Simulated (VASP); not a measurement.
# Sn15PbO16 (a cell with a defect) in VASP: electric field gradients with PBE

Aim: the electric field gradients of Sn15PbO16 (a cell with a defect) with PBE.

All numbers are computed with VASP 6.6.1; they aren't measurements. Logs are shortened: lines on timing, memory, paths and dates and some standing lists are left out, and cuts for length are marked.

### 1 The cell of the first run

The cell holds a defect, 32 atoms: a = 7.627 Å, b = 7.627 Å, c = 9.774 Å, α = 90.00°, β = 90.00°, γ = 90.00°.

### 2 Electric field gradients, PBE

Contents of INCAR:

```
PREC     = Accurate       # precision mode
ENCUT    = 520            # plane-wave cutoff, eV
EDIFF    = 1E-8           # SCF threshold, eV
ISMEAR   = -1             # smearing method
SIGMA    = 0.01           # smearing width, eV
LREAL    = Auto         
LASPH    = T              # aspherical terms in the spheres
NELM     = 100            # most SCF steps
ALGO     = Normal         # electronic algorithm
ISIF     = 2              # what is computed and relaxed
LWAVE    = F              # write WAVECAR
LCHARG   = F              # write CHGCAR
GGA      = PE             # functional
LEFG     = T            
NBANDS   = 182            # bands
```

Contents of KPOINTS:

```
regular mesh
0
Gamma
  3 3 2
```

Contents of POSCAR:

```
Sn15PbO16
1.0
    7.6273904400      0.0000000000      0.0000000000
    0.0000000000      7.6273904400      0.0000000000
    0.0000000000      0.0000000000      9.7738266000
Pb Sn O
1 15 16
Direct
    0.0000000000      0.2500000000      0.1176869300
    0.0000000000      0.2500000000      0.6176869300
    0.0000000000      0.7500000000      0.1176869300
    0.0000000000      0.7500000000      0.6176869300
    0.5000000000      0.2500000000      0.1176869300
    0.5000000000      0.2500000000      0.6176869300
    0.5000000000      0.7500000000      0.1176869300
    0.5000000000      0.7500000000      0.6176869300
    0.2500000000      0.0000000000      0.3823130700
    0.2500000000      0.0000000000      0.8823130700
    0.2500000000      0.5000000000      0.3823130700
    0.2500000000      0.5000000000      0.8823130700
    0.7500000000      0.0000000000      0.3823130700
    0.7500000000      0.0000000000      0.8823130700
    0.7500000000      0.5000000000      0.3823130700
    0.7500000000      0.5000000000      0.8823130700
    0.2500000000      0.2500000000      0.0000000000
    0.2500000000      0.2500000000      0.5000000000
    0.2500000000      0.7500000000      0.0000000000
    0.2500000000      0.7500000000      0.5000000000
    0.7500000000      0.2500000000      0.0000000000
    0.7500000000      0.2500000000      0.5000000000
    0.7500000000      0.7500000000      0.0000000000
    0.7500000000      0.7500000000      0.5000000000
    0.0000000000      0.0000000000      0.0000000000
    0.0000000000      0.0000000000      0.5000000000
    0.0000000000      0.5000000000      0.0000000000
    0.0000000000      0.5000000000      0.5000000000
    0.5000000000      0.0000000000      0.0000000000
    0.5000000000      0.0000000000      0.5000000000
    0.5000000000      0.5000000000      0.0000000000
    0.5000000000      0.5000000000      0.5000000000
```

Potentials or basis: VASP PAW PBE potentials, release 64 (Pb_d, Sn_d, O).

Started as:

```sh
$ cat potpaw_PBE.64/Pb_d/POTCAR potpaw_PBE.64/Sn_d/POTCAR potpaw_PBE.64/O/POTCAR > POTCAR
$ mpirun -np 1 vasp_std > vasp.out
```

OUTCAR:

```text
PREC = Accurate
   ENCUT = 520
   EDIFF = 1E-8
   ISMEAR = -1
   LREAL = Auto
   LASPH = T
   NELM = 100
   ISIF = 2
   GGA = PE

 ion  position               nearest neighbor table
   1  0.000  0.250  0.118-  17 2.23  21 2.23  25 2.23  27 2.23  10 3.54  12 3.54  14 3.54  16 3.54
                            13 3.74  11 3.74  15 3.74   9 3.74   3 3.81   5 3.81   3 3.81   5 3.81
   2  0.000  0.250  0.618-  18 2.23  22 2.23  26 2.23  28 2.23   9 3.54  11 3.54  13 3.54  15 3.54
                            10 3.74  14 3.74  12 3.74  16 3.74
   3  0.000  0.750  0.118-  19 2.23  23 2.23  25 2.23  27 2.23  10 3.54  12 3.54  14 3.54  16 3.54
                            13 3.74  11 3.74  15 3.74   9 3.74   1 3.81   1 3.81
   4  0.000  0.750  0.618-  20 2.23  24 2.23  26 2.23  28 2.23   9 3.54  11 3.54  13 3.54  15 3.54
                            10 3.74  14 3.74  12 3.74  16 3.74
   5  0.500  0.250  0.118-  17 2.23  21 2.23  29 2.23  31 2.23  10 3.54  12 3.54  14 3.54  16 3.54
                            13 3.74  11 3.74  15 3.74   9 3.74   1 3.81   1 3.81
   6  0.500  0.250  0.618-  18 2.23  22 2.23  30 2.23  32 2.23   9 3.54  11 3.54  13 3.54  15 3.54
                            10 3.74  14 3.74  12 3.74  16 3.74
   7  0.500  0.750  0.118-  19 2.23  23 2.23  29 2.23  31 2.23  10 3.54  12 3.54  14 3.54  16 3.54
                            13 3.74  11 3.74  15 3.74   9 3.74
   8  0.500  0.750  0.618-  20 2.23  24 2.23  30 2.23  32 2.23   9 3.54  11 3.54  13 3.54  15 3.54
                            10 3.74  14 3.74  12 3.74  16 3.74
   9  0.250  0.000  0.382-  18 2.23  20 2.23  26 2.23  30 2.23   2 3.54   4 3.54   6 3.54   8 3.54
                             5 3.74   3 3.74   7 3.74   1 3.74
  10  0.250  0.000  0.882-  17 2.23  19 2.23  25 2.23  29 2.23   1 3.54   3 3.54   5 3.54   7 3.54
                             2 3.74   6 3.74   4 3.74   8 3.74
  11  0.250  0.500  0.382-  18 2.23  20 2.23  28 2.23  32 2.23   2 3.54   4 3.54   6 3.54   8 3.54
                             5 3.74   3 3.74   7 3.74   1 3.74
  12  0.250  0.500  0.882-  17 2.23  19 2.23  27 2.23  31 2.23   1 3.54   3 3.54   5 3.54   7 3.54
                             2 3.74   6 3.74   4 3.74   8 3.74
  13  0.750  0.000  0.382-  22 2.23  24 2.23  26 2.23  30 2.23   2 3.54   4 3.54   6 3.54   8 3.54
                             5 3.74   3 3.74   7 3.74   1 3.74
  14  0.750  0.000  0.882-  21 2.23  23 2.23  25 2.23  29 2.23   1 3.54   3 3.54   5 3.54   7 3.54
[... 7 lines left out ...]
  19  0.250  0.750  0.000-   3 2.23   7 2.23  10 2.23  12 2.23
  20  0.250  0.750  0.500-   4 2.23   8 2.23   9 2.23  11 2.23
  21  0.750  0.250  0.000-   1 2.23   5 2.23  14 2.23  16 2.23
  22  0.750  0.250  0.500-   2 2.23   6 2.23  13 2.23  15 2.23
[... 8 lines left out ...]
  31  0.500  0.500  0.000-   5 2.23   7 2.23  12 2.23  16 2.23
  32  0.500  0.500  0.500-   6 2.23   8 2.23  11 2.23  15 2.23

  LATTYP: Found a simple tetragonal cell.
 ALAT       =     7.6273904400
 C/A-ratio  =     1.2814116016

  Lattice vectors:

 A1 = (   7.6273904400,   0.0000000000,   0.0000000000)
 A2 = (   0.0000000000,   7.6273904400,   0.0000000000)
 A3 = (   0.0000000000,   0.0000000000,   9.7738266000)

Analysis of symmetry for initial positions (statically):
=====================================================================
 Subroutine PRICEL returns:
 Original cell was already a primitive cell.

 Routine SETGRP: Setting up the symmetry group for a
 simple tetragonal supercell.

 Subroutine GETGRP returns: Found  8 space group operations
 (whereof  2 operations were pure point group operations)
 out of a pool of 16 trial point group operations.

The static configuration has the point symmetry C_1h.
 The point group associated with its full space group is C_4v.

Analysis of symmetry for dynamics (positions and initial velocities):
=====================================================================
 Subroutine PRICEL returns:
 Original cell was already a primitive cell.

 Routine SETGRP: Setting up the symmetry group for a
 simple tetragonal supercell.

 Subroutine GETGRP returns: Found  8 space group operations
 (whereof  2 operations were pure point group operations)
 out of a pool of 16 trial point group operations.

The dynamic configuration has the point symmetry C_1h.
 The point group associated with its full space group is C_4v.

 Subroutine INISYM returns: Found  8 space group operations
 (whereof  2 operations are pure point group operations),
 and found     1 'primitive' translations

----------------------------------------------------------------------------------------

[... 140 lines left out ...]
   ISYM   =      2    0-nonsym 1-usesym 2-fastsym
   POTIM  = 0.5000    time-step for ionic-motion
   TEBEG  =    0.0;   TEEND  =   0.0 temperature during run
   PSTRESS=    0.0 pullay stress
   NELECT =     320.0000    total number of electrons
   NUPDOWN=      -1.0000    fix difference up-down
   EMIN   =  10.00;   EMAX   =-10.00  energy-range for DOS
   EFERMI =   0.00;   METHOD = LEGACY
   ISMEAR =    -1;   SIGMA  =   0.01  broadening in eV -4-tet -1-fermi 0-gaus
   EFERMI_NEDOS =   21; number of points for ismear=-14 and -15
   IALGO  =     38    algorithm
   IMIX   =      4    mixing-type and parameters
     AMIX     =   0.40;   BMIX     =  1.00
     AMIX_MAG =   1.60;   BMIX_MAG =  1.00
  volume/ion in A,a.u.               =      17.77       119.91
  Fermi-wavevector in a.u.,A,eV,Ry     =   1.351614  2.554180 24.855939  1.826860
  Thomas-Fermi vector in A             =   2.479021
   LORBIT       =      0    0 simple, 1 ext, 2 COOP (PROOUT), +10 PAW based schemes
   GGA     = PE    functional components
   LHFCALC =     F    Hartree Fock is set to
   AEXX    =    0.0000 exact exchange contribution
   IVDW    =     0    specifies the selected vdW correction
   LEPSILON=     F    determine dielectric tensor
   LRPA    =     F    only Hartree local field effects (RPA)
 non-spin polarized calculation
  energy-cutoff  :      520.00
  volume of cell :      568.61
 maximum number of plane-waves:     15334
 NGX is ok and might be reduce to    60
   NGX = 29   NGY = 29   NGZ = 37

 number of electron     320.0000152 magnetization

 Free energy of the ion-electron system (eV)
  ---------------------------------------------------
  ext. energy  EPLUGINS =         0.00000000
  ---------------------------------------------------
  free energy    TOTEN  =      -180.60541567 eV

  energy without entropy =     -180.60541460  energy(sigma->0) =     -180.60541513

 E-fermi :   7.0883     XC(G=0): -10.1867

 val. band max:        6.9875276064   @ k =   0.0000   0.0000   0.0000
 cond. band min:       7.1958983565   @ k =   0.0000   0.0000   0.0000
 fundamental gap:      0.2083707501
 Fermi energy:         7.0882545079

 k-point     1 :       0.0000    0.0000    0.0000
  band No.  band energies     occupation
      1     -14.9988      2.00000
      2     -14.9356      2.00000
      3     -14.9356      2.00000
      4     -14.9274      2.00000
      5     -14.8836      2.00000
      6     -14.8812      2.00000
[... 1039 lines left out ...]
    171       9.8946      0.00000
    172       9.9530      0.00000
 [bands above 172 left out]

------------------------ aborting loop because EDIFF is reached ----------------------------------------

  FORCE on cell =-STRESS in cart. coord.  units (eV):
  Direction    XX          YY          ZZ          XY          YZ          ZX
  --------------------------------------------------------------------------------------
  -------------------------------------------------------------------------------------
  Total       18.1671312     18.1671312     14.2460663      0.0000000     -0.0000000      0.0000000
  in kB       51.1894364     51.1894364     40.1410712      0.0000000     -0.0000000      0.0000000
  external PRESSURE =      47.5066480 kB  Pullay stress =       0.0000000 kB

 VOLUME and BASIS-vectors are now :
 -----------------------------------------------------------------------------
  energy-cutoff  :      520.00
  volume of cell :      568.61
      direct lattice vectors                 reciprocal lattice vectors
     7.627390440  0.000000000  0.000000000     0.131106439  0.000000000  0.000000000
     0.000000000  7.627390440  0.000000000     0.000000000  0.131106439  0.000000000
     0.000000000  0.000000000  9.773826600     0.000000000  0.000000000  0.102314072

 POSITION                                       TOTAL-FORCE (eV/Angst)
 -----------------------------------------------------------------------------------
      0.00000      1.90685      1.15025        -0.000000     -0.000000      2.667261
      0.00000      1.90685      6.03716        -0.000000     -0.000000      0.504661
      0.00000      5.72054      1.15025        -0.000000     -0.000000      0.306914
      0.00000      5.72054      6.03716        -0.000000     -0.000000      0.490852
      3.81370      1.90685      1.15025        -0.000000     -0.000000      0.306914
      3.81370      1.90685      6.03716        -0.000000     -0.000000      0.490852
[... 24 lines left out ...]
      3.81370      3.81370      0.00000        -0.000000      0.037917      0.034356
      3.81370      3.81370      4.88691        -0.000000      0.002977     -0.062358
 -----------------------------------------------------------------------------------
    total drift:                                0.000000      0.000000      0.009147

  FREE ENERGIE OF THE ION-ELECTRON SYSTEM (eV)
  ---------------------------------------------------
  free  energy   TOTEN  =      -180.6054156702 eV

  energy  without entropy=     -180.6054145968  energy(sigma->0) =     -180.60541513

 Electric field gradients (V/A^2)
---------------------------------------------------------------------
 ion       V_xx      V_yy      V_zz      V_xy      V_xz      V_yz
---------------------------------------------------------------------
   1     129.022   129.022  -258.044    -0.000     0.000     0.000
   2      82.451    82.451  -164.902    -0.000    -0.000     0.000
   3      86.336    80.887  -167.223     0.000    -0.000    -0.000
   4      81.916    82.280  -164.196     0.000    -0.000    -0.000
   5      80.887    86.336  -167.223    -0.000    -0.000    -0.000
   6      82.280    81.916  -164.196    -0.000    -0.000    -0.000
[... 24 lines left out ...]
  31      -0.596    -0.531     1.128     0.000    -0.000    -0.046
  32       0.495    -1.205     0.710     0.000     0.000    -0.292
---------------------------------------------------------------------

 Electric field gradients after diagonalization (V/A^2)
 (convention: |V_zz| > |V_xx| > |V_yy|)
----------------------------------------------------------------------
 ion       V_xx      V_yy      V_zz     asymmetry (V_yy - V_xx)/ V_zz
----------------------------------------------------------------------
   1     129.022   129.022  -258.044       0.000
   2      82.451    82.451  -164.902       0.000
   3      86.336    80.887  -167.223       0.033
   4      82.280    81.916  -164.196       0.002
   5      86.336    80.887  -167.223       0.033
   6      82.280    81.916  -164.196       0.002
[... 24 lines left out ...]
  31      -0.596    -0.533     1.129       0.056
  32       0.753     0.495    -1.248       0.207
----------------------------------------------------------------------

           NMR quadrupolar parameters

 Cq : quadrupolar parameter    Cq=e*Q*V_zz/h
 eta: asymmetry parameters     (V_yy - V_xx)/ V_zz
 Q  : nuclear electric quadrupole moment in mb (millibarn)
----------------------------------------------------------------------
 ion       Cq(MHz)       eta       Q (mb)
----------------------------------------------------------------------
   1      -0.624       0.000       1.000
   2      -0.399       0.000       1.000
   3      -0.404       0.033       1.000
   4      -0.397       0.002       1.000
   5      -0.404       0.033       1.000
   6      -0.397       0.002       1.000
[... 24 lines left out ...]
  31       0.003       0.056       1.000
  32      -0.003       0.207       1.000
----------------------------------------------------------------------
```

Wall time 21 min (1 thread of AMD EPYC 9R45 (Zen 5), shared host); peak memory 0.8 GiB.

What came out:

```
Free energy            : -180.6054 eV
Pressure               : 4.8 GPa
Largest force          : 2.667 eV/Å
Band gap on the k mesh : 0.21 eV
```

Forces in eV/Å, atoms in the order of the input:
```
Pb   0.000  0.000  2.667
Sn   0.000  0.000  0.505
Sn   0.000  0.000  0.307
Sn   0.000  0.000  0.491
Sn   0.000  0.000  0.307
Sn   0.000  0.000  0.491
Sn   0.000  0.000  0.376
Sn   0.000  0.000  0.490
Sn   0.054 -0.054 -0.374
Sn  -0.027  0.027 -0.425
Sn   0.054  0.054 -0.374
Sn  -0.027 -0.027 -0.425
Sn  -0.054 -0.054 -0.374
Sn   0.027  0.027 -0.425
Sn  -0.054  0.054 -0.374
Sn   0.027 -0.027 -0.425
O    0.927  0.000 -0.560
O   -0.012  0.000 -0.020
O    0.038  0.000  0.034
O    0.003  0.000 -0.062
O   -0.927  0.000 -0.560
O    0.012  0.000 -0.020
O   -0.038  0.000  0.034
O   -0.003  0.000 -0.062
O    0.000 -0.927 -0.560
O    0.000  0.012 -0.020
O    0.000  0.927 -0.560
O    0.000 -0.012 -0.020
O    0.000 -0.038  0.034
O    0.000 -0.003 -0.062
O    0.000  0.038  0.034
O    0.000  0.003 -0.062
```

Stress tensor (GPa, compression positive):
```
5.12 0.00 0.00
0.00 5.12 0.00
0.00 0.00 4.01
```

Electric field gradients, principal values (V/Å²):
```csv
atom,least,middle,greatest (by size)
1 Pb,129.022,129.022,-258.044
2 Sn,82.451,82.451,-164.902
3 Sn,80.887,86.336,-167.223
4 Sn,81.916,82.280,-164.196
5 Sn,80.887,86.336,-167.223
6 Sn,81.916,82.280,-164.196
7 Sn,83.224,83.224,-166.447
8 Sn,82.159,82.159,-164.319
9 Sn,82.565,84.246,-166.811
10 Sn,82.476,83.168,-165.644
11 Sn,82.565,84.246,-166.811
12 Sn,82.476,83.168,-165.644
13 Sn,82.565,84.246,-166.811
14 Sn,82.476,83.168,-165.644
15 Sn,82.565,84.246,-166.811
16 Sn,82.476,83.168,-165.644
17 O,4.125,4.615,-8.740
18 O,-0.106,-0.252,0.358
19 O,-0.533,-0.596,1.129
20 O,0.495,0.753,-1.248
21 O,4.125,4.615,-8.740
22 O,-0.106,-0.252,0.358
23 O,-0.533,-0.596,1.129
24 O,0.495,0.753,-1.248
25 O,4.125,4.615,-8.740
26 O,-0.106,-0.252,0.358
27 O,4.125,4.615,-8.740
28 O,-0.106,-0.252,0.358
29 O,-0.533,-0.596,1.129
30 O,0.495,0.753,-1.248
31 O,-0.533,-0.596,1.129
32 O,0.495,0.753,-1.248
```

Caveat: without QUAD_EFG the Cq values of the log hold for a quadrupole moment of 1 mb, not for the nuclei; spin-orbit coupling is left out, which moves the levels of the heavy elements.
